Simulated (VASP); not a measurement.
# SnO in VASP: notebook

The runs below take SnO through single point, with HSE06+D3(BJ), PBE+D3(BJ).

Everything below comes from runs of VASP 6.6.1. Logs are shortened: lines on timing, memory, paths and dates and some standing lists are left out, and cuts for length are marked.

**1. The cell of the first run**

The cell holds a slab with vacuum, 4 atoms: a = 3.821 Å, b = 3.821 Å, c = 30.635 Å, α = 90.00°, β = 90.00°, γ = 90.00°.

**2. Single point, HSE06+D3(BJ)**

POSCAR reads:

```
SnO
1.0
    3.8205592230     -0.0000144282      0.0000000000
    0.0000145033      3.8205592230      0.0000000000
    0.0000000000      0.0000000000     30.6349243709
Sn O
2 2
Direct
    0.7499972411      0.2500027589      0.4614157248
    0.2499972411      0.7500027589      0.5385842752
    0.2499972411      0.2500027589      0.5000000000
    0.7499972411      0.7500027589      0.5000000000
```

INCAR.step1 reads:

```
ALGO = Normal
DIPOL = 0.5 0.5 0.500
EDIFF = 1E-5
ENCUT = 520
GGA = PE
IDIPOL = 3
ISIF = 2
ISMEAR = 0
KPAR = 4
LASPH = T
LCHARG = F
LDIPOL = T
LREAL = F
LWAVE = T
NBANDS = 28
NELM = 80
PREC = Accurate
SIGMA = 0.02
```

INCAR.step2 reads:

```
ALGO = Normal
DIPOL = 0.5 0.5 0.500
EDIFF = 1E-6
ENCUT = 520
GGA = PE
HFSCREEN = 0.2079
IDIPOL = 3
ISIF = 2
ISMEAR = 0
ISTART = 1
IVDW = 12
KPAR = 4
LASPH = T
LCHARG = F
LDIPOL = T
LHFCALC = T
LREAL = F
LWAVE = F
NBANDS = 28
NELM = 80
PREC = Accurate
PRECFOCK = Normal
SIGMA = 0.02
VDW_A1 = 0.383
VDW_A2 = 5.685
VDW_S6 = 1.0
VDW_S8 = 2.31
```

KPOINTS reads:

```
k-points
0
Gamma
  6 6 1
```

Potentials or basis: VASP PAW PBE potentials, release 64 (Sn_d, O).

Started as:

```sh
$ cat potpaw_PBE.64/Sn_d/POTCAR potpaw_PBE.64/O/POTCAR > POTCAR
$ cp INCAR.step1 INCAR
$ mpirun -np 4 vasp_std > vasp.out
$ cp INCAR.step2 INCAR
$ mpirun -np 4 vasp_std > vasp.out
```

OUTCAR:

```text
EDIFF = 1E-6
   ENCUT = 520
   GGA = PE
   HFSCREEN = 0.2079
   ISIF = 2
   ISMEAR = 0
   ISTART = 1
   IVDW = 12
   LASPH = T
   LHFCALC = T
   LREAL = F
   NELM = 80
   PREC = Accurate
   PRECFOCK = Normal
 IVDW          = 12

 ion  position               nearest neighbor table
   1  0.750  0.250  0.461-   3 2.25   3 2.25   4 2.25   4 2.25   2 3.59   2 3.59   2 3.59   2 3.59

   2  0.250  0.750  0.539-   4 2.25   4 2.25   3 2.25   3 2.25   1 3.59   1 3.59   1 3.59   1 3.59

   3  0.250  0.250  0.500-   1 2.25   1 2.25   2 2.25   2 2.25
   4  0.750  0.750  0.500-   2 2.25   2 2.25   1 2.25   1 2.25

  LATTYP: Found a simple tetragonal cell.
 ALAT       =     3.8205592230
 C/A-ratio  =     8.0184398625

  Lattice vectors:

 A1 = (   3.8205592230,  -0.0000144282,   0.0000000000)
 A2 = (   0.0000145033,   3.8205592230,   0.0000000000)
 A3 = (   0.0000000000,   0.0000000000,  30.6349243709)

Analysis of symmetry for initial positions (statically):
=====================================================================
 Subroutine PRICEL returns:
 Original cell was already a primitive cell.

 Routine SETGRP: Setting up the symmetry group for a
 simple tetragonal supercell.

 Subroutine GETGRP returns: Found 16 space group operations
 (whereof  2 operations were pure point group operations)
 out of a pool of 16 trial point group operations.

The static configuration has the point symmetry C_1h.
 The point group associated with its full space group is D_4h.

Analysis of symmetry for dynamics (positions and initial velocities):
=====================================================================
 Subroutine PRICEL returns:
 Original cell was already a primitive cell.

 Routine SETGRP: Setting up the symmetry group for a
 simple tetragonal supercell.

 Subroutine GETGRP returns: Found 16 space group operations
 (whereof  2 operations were pure point group operations)
 out of a pool of 16 trial point group operations.

The dynamic configuration has the point symmetry C_1h.
 The point group associated with its full space group is D_4h.

 Subroutine INISYM returns: Found 16 space group operations
 (whereof  2 operations are pure point group operations),
 and found     1 'primitive' translations

----------------------------------------------------------------------------------------

                                     Primitive cell

  volume of cell :     447.1680

  direct lattice vectors                    reciprocal lattice vectors
     3.820559223 -0.000014428  0.000000000     0.261741787 -0.000000994  0.000000000
     0.000014503  3.820559223  0.000000000     0.000000988  0.261741787  0.000000000
     0.000000000  0.000000000 30.634924371     0.000000000  0.000000000  0.032642483

  length of vectors
     3.820559223  3.820559223 30.634924371     0.261741787  0.261741787  0.032642483

  position of ions in fractional coordinates (direct lattice)
     0.749997241  0.250002759  0.461415725
     0.249997241  0.750002759  0.538584275
     0.249997241  0.250002759  0.500000000
     0.749997241  0.750002759  0.500000000

  ion indices of the primitive-cell ions
   primitive index   ion index
                 1           1
                 2           2
                 3           3
                 4           4

----------------------------------------------------------------------------------------

 KPOINTS: k-points

Automatic generation of k-mesh.
 Grid dimensions read from file:
 generate k-points for:    6    6    1

 Generating k-lattice:

  Cartesian coordinates                     Fractional coordinates (reciprocal lattice)
     0.043623631 -0.000000166  0.000000000     0.166666667  0.000000000  0.000000000
     0.000000165  0.043623631  0.000000000     0.000000000  0.166666667  0.000000000
     0.000000000  0.000000000  0.032642483     0.000000000  0.000000000  1.000000000

  Length of vectors
     0.043623631  0.043623631  0.032642483

  Shift w.r.t. Gamma in fractional coordinates (k-lattice)
     0.000000000  0.000000000  0.000000000

 Subroutine IBZKPT returns following result:
 ===========================================

 Found     10 irreducible k-points:

 Following reciprocal coordinates:
            Coordinates               Weight
  0.000000  0.000000  0.000000      1.000000
  0.166667 -0.000000  0.000000      4.000000
  0.333333  0.000000  0.000000      4.000000
  0.500000  0.000000  0.000000      2.000000
  0.166667  0.166667  0.000000      4.000000
  0.333333  0.166667  0.000000      8.000000
  0.500000  0.166667  0.000000      4.000000
  0.333333  0.333333  0.000000      4.000000
  0.500000  0.333333  0.000000      4.000000
  0.500000  0.500000  0.000000      1.000000
   k-points           NKPTS =     10   k-points in BZ     NKDIM =     36   number of bands    NBANDS=     28
   number of dos      NEDOS =    301   number of ions     NIONS =      4
   total plane-waves  NPLWV = 188160
   dimension x,y,z NGX =    28 NGY =   28 NGZ =  240
   dimension x,y,z NGXF=    56 NGYF=   56 NGZF=  480
   ions per type =               2   2
   NGX,Y,Z   is equivalent  to a cutoff of  12.18, 12.18, 13.02 a.u.
   NGXF,Y,Z  is equivalent  to a cutoff of  24.37, 24.37, 26.05 a.u.
 SYSTEM =  unknown system
   PREC   = accura    normal or accurate (medium, high low for compatibility)
   ISTART =      1    job   : 0-new  1-cont  2-samecut
   ICHARG =      0    charge: 1-file 2-atom 10-const
   ISPIN  =      1    spin polarized calculation?
   LNONCOLLINEAR =      F non collinear calculations
   LSORBIT =      F    spin-orbit coupling
   LASPH  =      T    aspherical Exc in radial PAW
   ENCUT  =  520.0 eV  38.22 Ry    6.18 a.u.   7.10  7.10 56.96*2*pi/ulx,y,z
   NELM   =     80;   NELMIN=  2; NELMDL=  0     # of ELM steps
   EDIFF  = 0.1E-05   stopping-criterion for ELM
   LREAL  =      F    real-space projection
   EDIFFG = 0.1E-04   stopping-criterion for IOM
   NSW    =      0    number of steps for IOM
   IBRION =     -1    ionic relax: 0-MD 1-quasi-New 2-CG
   NFREE  =      0    steps in history (QN), initial steepest desc. (CG)
   ISIF   =      2    stress and relaxation
   ISYM   =      3    0-nonsym 1-usesym 2-fastsym
   POTIM  = 0.5000    time-step for ionic-motion
   TEBEG  =    0.0;   TEEND  =   0.0 temperature during run
   PSTRESS=    0.0 pullay stress
   NELECT =      40.0000    total number of electrons
   NUPDOWN=      -1.0000    fix difference up-down
   EMIN   =  10.00;   EMAX   =-10.00  energy-range for DOS
   EFERMI =   0.00;   METHOD = LEGACY
   ISMEAR =     0;   SIGMA  =   0.02  broadening in eV -4-tet -1-fermi 0-gaus
   EFERMI_NEDOS =   21; number of points for ismear=-14 and -15
   IALGO  =     38    algorithm
   IMIX   =      1    mixing-type and parameters
     AMIX     =   0.40;   BMIX     =  1.00
     AMIX_MAG =   1.60;   BMIX_MAG =  1.00
  volume/ion in A,a.u.               =     111.79       754.41
  Fermi-wavevector in a.u.,A,eV,Ry     =   0.732158  1.383577  7.293469  0.536055
  Thomas-Fermi vector in A             =   1.824552
   LORBIT       =      0    0 simple, 1 ext, 2 COOP (PROOUT), +10 PAW based schemes
   GGA     = PE    functional components
   LHFCALC =     T    Hartree Fock is set to
   PRECFOCK=normal    Normal, Fast or Accurate (Low or Medium for compatibility)
   ENCUT4O =  -1.0   cutoff for four orbital integrals eV
   NKREDX  =     1    reduce k-point grid by
   NKREDY  =     1    reduce k-point grid by
   NKREDZ  =     1    reduce k-point grid by
   AEXX    =    0.2500 exact exchange contribution
   HFSCREEN=    0.2079 screening length (either q_TF or 0.3 A-1)
   HFSCREENC=   0.2079 screening length for correlation (either q_TF or 0.3 A-1)
   ENCUTFOCK=  -1.0 apply spherical cutoff to Coloumb kernel
   IVDW    =    12    specifies the selected vdW correction
   LEPSILON=     F    determine dielectric tensor
   LRPA    =     F    only Hartree local field effects (RPA)
 non-spin polarized calculation
 Gauss-broadening in eV      SIGMA  =   0.02
  energy-cutoff  :      520.00
  volume of cell :      447.17
 maximum number of plane-waves:     12070
  NGX = 24; NGY = 24; NGZ =180

 number of electron      39.9999978 magnetization

 dipolmoment           0.000000      0.000000      0.000000 electrons x Angstroem

 Free energy of the ion-electron system (eV)
  ---------------------------------------------------
  ext. energy  EPLUGINS =         0.00000000
  ---------------------------------------------------
  free energy    TOTEN  =       -27.84830247 eV

  energy without entropy =      -27.84830247  energy(sigma->0) =      -27.84830247

 E-fermi :  -4.0702     XC(G=0):  -1.7647

 val. band max:       -4.2245576311   @ k =   0.1667   0.1667   0.0000
 cond. band min:      -0.2170163705   @ k =   0.3333   0.3333   0.0000
 fundamental gap:      4.0075412606
 Fermi energy:        -4.0702095947

 k-point     1 :       0.0000    0.0000    0.0000
  band No.  band energies     occupation
      1     -26.7210      2.00000
      2     -26.3026      2.00000
      3     -26.2467      2.00000
      4     -26.2467      2.00000
      5     -26.2254      2.00000
      6     -26.1943      2.00000
[... 20 lines left out ...]
     27       2.5390      0.00000
     28       2.5390      0.00000

 k-point     2 :       0.1667   -0.0000    0.0000
  band No.  band energies     occupation
      1     -26.7081      2.00000
      2     -26.3153      2.00000
      3     -26.2575      2.00000
      4     -26.2487      2.00000
      5     -26.2463      2.00000
      6     -26.2319      2.00000
[... 20 lines left out ...]
     27       2.5581      0.00000
     28       2.7966      0.00000

 k-point     3 :       0.3333    0.0000    0.0000
  band No.  band energies     occupation
      1     -26.6713      2.00000
      2     -26.4728      2.00000
      3     -26.2528      2.00000
      4     -26.2497      2.00000
      5     -26.2445      2.00000
      6     -26.2429      2.00000
[... 182 lines left out ...]
      3     -26.2460      2.00000
      4     -26.2460      2.00000
      5     -26.2375      2.00000
      6     -26.2375      2.00000
[... 20 lines left out ...]
     27       4.4326      0.00000
     28       4.4326      0.00000

 k-point    10 :       0.5000    0.5000    0.0000
  band No.  band energies     occupation
      1     -26.6490      2.00000
      2     -26.6490      2.00000
      3     -26.2472      2.00000
      4     -26.2472      2.00000
      5     -26.2293      2.00000
      6     -26.2293      2.00000
[... 20 lines left out ...]
     27       4.5592      0.00000
     28       4.5592      0.00000

------------------------ aborting loop because EDIFF is reached ----------------------------------------

 vacuum level on the upper side and lower side of the slab       (xc-potential included)        -0.072        -0.072

 Edisp (eV)   -0.64462

 E8    (eV) :    -0.4355

  FORCE on cell =-STRESS in cart. coord.  units (eV):
  Direction    XX          YY          ZZ          XY          YZ          ZX
  --------------------------------------------------------------------------------------
  -------------------------------------------------------------------------------------
  Total      -2.06889    -2.06889    -1.34523    -0.00000     0.00000    -0.00000
  in kB      -7.41270    -7.41270    -4.81990    -0.00000     0.00000    -0.00000
  external pressure =       -6.55 kB  Pullay stress =        0.00 kB

 VOLUME and BASIS-vectors are now :
 -----------------------------------------------------------------------------
  energy-cutoff  :      520.00
  volume of cell :      447.17
      direct lattice vectors                 reciprocal lattice vectors
     3.820559223 -0.000014428  0.000000000     0.261741787 -0.000000994  0.000000000
     0.000014503  3.820559223  0.000000000     0.000000988  0.261741787  0.000000000
     0.000000000  0.000000000 30.634924371     0.000000000  0.000000000  0.032642483

 POSITION                                       TOTAL-FORCE (eV/Angst)
 -----------------------------------------------------------------------------------
      2.86541      0.95514     14.13544         0.000000      0.000000      0.537815
      0.95514      2.86543     16.49949         0.000000     -0.000000     -0.537815
      0.95513      0.95515     15.31746        -0.000000      0.000000     -0.000000
      2.86542      2.86542     15.31746        -0.000000      0.000000     -0.000000
 -----------------------------------------------------------------------------------
    total drift:                                0.009823     -0.009755      0.000002

  FREE ENERGIE OF THE ION-ELECTRON SYSTEM (eV)
  ---------------------------------------------------
  free  energy   TOTEN  =       -28.4929223556 eV

  energy  without entropy=      -28.4929223556  energy(sigma->0) =      -28.49292236

 vacuum level on the upper side and lower side of the slab         1.715         1.715
```

It took 39 min on 4 MPI ranks of Intel Xeon Platinum 8375C at 2.90GHz (Ice Lake), shared host; peak memory 0.7 GiB.

Results:

| Item | Value |
| --- | --- |
| Free energy | -28.4929 eV |
| Largest force | 0.538 eV/Å |
| Band gap on the k mesh | 4.01 eV (least direct gap 4.09 eV) |
| Dispersion energy per atom | -0.161 eV |

Forces on the atoms (eV/Å):
```
Sn   0.000  0.000  0.538
Sn   0.000  0.000 -0.538
O    0.000  0.000  0.000
O    0.000  0.000  0.000
```

Caveat: the PAW data sets were made with another functional, which shifts forces and pressure a little; spin-orbit coupling is left out, which moves the levels of the heavy elements.

**3. Single point, PBE+D3(BJ) (a layer taken out of the bulk)**

INCAR reads:

```
SYSTEM = SnO
PREC = Accurate
ENCUT = 1000
EDIFF = 1E-6
ISMEAR = 0
SIGMA = 0.02
LREAL = .False.
LASPH = .True.
NELM = 120
ALGO = Normal
ISIF = 2
LWAVE = .False.
LCHARG = .True.
LDIPOL = .True.
IDIPOL = 3
DIPOL = 0.5 0.5 0.500
GGA = PE
IVDW = 12
LELF = .True.
LVHAR = .True.
LVACPOTAV = .True.
NBANDS = 28
GGA_COMPAT = .False.
NELMDL = -8
```

KPOINTS reads:

```
Automatic mesh
0
Gamma
  6 6 1
  0 0 0
```

POSCAR reads:

```
SnO
1.0
    3.8205591358     -0.0000144305      0.0000000000
    0.0000145020      3.8205591358      0.0000000000
    0.0000000000      0.0000000000     30.6349243850
Sn O
2 2
Direct
    0.7499972365      0.2500027635      0.4614157227
    0.2499972364      0.7500027635      0.5385842773
    0.2499972364      0.2500027636      0.5000000000
    0.7499972365      0.7500027636      0.5000000000
```

Potentials or basis: VASP PAW PBE potentials, release 64 (Sn_d, O_h).

Started as:

```sh
$ cat potpaw_PBE.64/Sn_d/POTCAR potpaw_PBE.64/O_h/POTCAR > POTCAR
$ mpirun -np 1 vasp_std > vasp.out
```

Wall time 11 min (1 thread of Intel Xeon Platinum 8259CL at 2.50GHz (Skylake/Cascade Lake), shared host); peak memory 1.1 GiB.

It converged, with:

```yaml
Free_energy: -23.1414 eV
Largest_force: 0.078 eV/Å
Band_gap_on_the_k_mesh: 3.09 eV (least direct gap 3.14 eV)
Dispersion_energy_per_atom: -0.137 eV
```

Forces on the atoms (eV/Å):
```
Sn   0.000  0.000 -0.078
Sn   0.000  0.000  0.078
O    0.000  0.000  0.000
O    0.000  0.000  0.000
```

Levels at points of the mesh, in eV from the valence-band top:
| k point | band 18 | band 19 | band 20 | band 21 | band 22 | band 23 |
| --- | --- | --- | --- | --- | --- | --- |
| (0.00, 0.00, 0.00) | -1.67 | -1.67 | -0.05 | 3.09 | 3.16 | 5.21 |
| (0.50, 0.00, 0.00) | -3.30 | -0.52 | -0.52 | 3.21 | 3.21 | 5.79 |
| (0.50, 0.50, 0.00) | -1.03 | -0.66 | -0.66 | 3.12 | 3.12 | 5.23 |

Caveat: the cell differs from its parent crystal (a layer taken out of the bulk); spin-orbit coupling is left out, which moves the levels of the heavy elements.
